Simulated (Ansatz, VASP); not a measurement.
# YTaP in VASP and in Ansatz

POSCAR

```
YTaP
1.0
    3.5867980000      0.0000000000      0.0000000000
    0.0000000000      3.5867980000      0.0000000000
    0.0000000000      0.0000000000      9.0805010000
Y Ta P
2 2 2
Direct
    0.0000000000      0.5000000000      0.9000000000
    0.5000000000      0.0000000000      0.1000000000
    0.0000000000      0.5000000000      0.3350000000
    0.5000000000      0.0000000000      0.6650000000
    0.0000000000      0.5000000000      0.6170000000
    0.5000000000      0.0000000000      0.3830000000
```

File INCAR.step1:

```
SYSTEM = YTaP
  PREC = Accurate
  ENCUT = 520
  ISMEAR = 0
  SIGMA = 0.0157
  LREAL = .False.
  LASPH = .True.
  NELM = 150
  LMAXMIX = 4
  LDAU = .True.
  LDAUTYPE = 2
  LDAUL = 2 -1 -1
  LDAUU = 1 0 0
  LDAUJ = 0 0 0
  NBANDS = 36
  GGA = PE
  ALGO = Normal
  EDIFF = 1E-4
  LWAVE = .True.
  LCHARG = .False.
```

File INCAR.step2:

```
SYSTEM = YTaP
  PREC = Accurate
  ENCUT = 520
  EDIFF = 1E-7
  ISMEAR = 0
  SIGMA = 0.0157
  LREAL = .False.
  LASPH = .True.
  NELM = 150
  ALGO = Normal
  ISIF = 2
  LWAVE = .False.
  LCHARG = .False.
  LMAXMIX = 4
  LDAU = .True.
  LDAUTYPE = 2
  LDAUL = 2 -1 -1
  LDAUU = 1 0 0
  LDAUJ = 0 0 0
  LDAUPRINT = 1
  METAGGA = R2SCAN
  LMIXTAU = .True.
  NBANDS = 36
  ISTART = 1
```

KPOINTS

```
Automatic mesh
0
Gamma
  5 5 2
  0 0 0
```

Input for Ansatz:

```yaml
crystal:
  lattice:
    - [3.586798, 0.0, 0.0]
    - [0.0, 3.586798, 0.0]
    - [0.0, 0.0, 9.080501]
  atoms:
    - { symbol: "Y", position: [0.0, 0.5, 0.9] }
    - { symbol: "Y", position: [0.5, 0.0, 0.1] }
    - { symbol: Ta, position: [0.0, 0.5, 0.335] }
    - { symbol: Ta, position: [0.5, 0.0, 0.665] }
    - { symbol: P, position: [0.0, 0.5, 0.617] }
    - { symbol: P, position: [0.5, 0.0, 0.383] }
  symmetry: { tolerance: 0.0003 }
kpoints:
  mp_grid: { grid: [5, 5, 2], shift: [0, 0, 0] }
magnetization:
  spin_polarized: false
scf:
  occupations: { method: gaussian, width: 0.0157 }
  initial_density: { chi_scale: 0.0 }
hamiltonian:
  pseudopotentials: { kind: paw }
  xc: r2scan
  hubbard: { sites: [{ species: "Y", l: d, u_eff: 1.0 }], double_counting: fll }
basis:
  ecutwfc: 500
output:
  forces: true
  stress: true
  eigenvalues: true
```

Alike in both runs: task single point; functional r2SCAN; k mesh 5 × 5 × 2; occupations gaussian, width 0.0157 eV; no spin polarisation; Hubbard terms Y d U = 1.0 eV.

```csv
,VASP,Ansatz
version,VASP 6.6.1,Ansatz 0.2.0
potentials or method,"VASP PAW PBE potentials, release 64 (Y_sv, Ta_pv, P), cutoff 520 eV",PAW plane waves
valence electrons in the cell,54,58
```

|  | VASP | Ansatz | Ansatz less VASP |
| --- | --- | --- | --- |
| gap on the k mesh at the Fermi level (eV) | none | none | - |
| pressure (GPa) | 7.4 | 6.5 | -0.91 |
| traceless stress, the component that is largest in VASP (GPa) | 7.96 | 7.78 | -0.184 |
| rms of the force components (eV/Å) | 0.526 | 0.496 | -0.0301 |

VASP's potentials were made for PBE, not for r2SCAN. The programs project onto different local orbitals, so the same U acts differently, and such runs can settle in different states. Atom by atom the forces differ by 0.033 eV/Å (rms over components). A gap of «none» marks a metal or a gap that the smearing closes. VASP's potentials hold 54 valence electrons a cell and Ansatz's 58, so a difference there can come from the potentials and not from the codes. Ansatz's warnings: filled band counts differ across k points.

Neither program's run includes spin-orbit coupling.
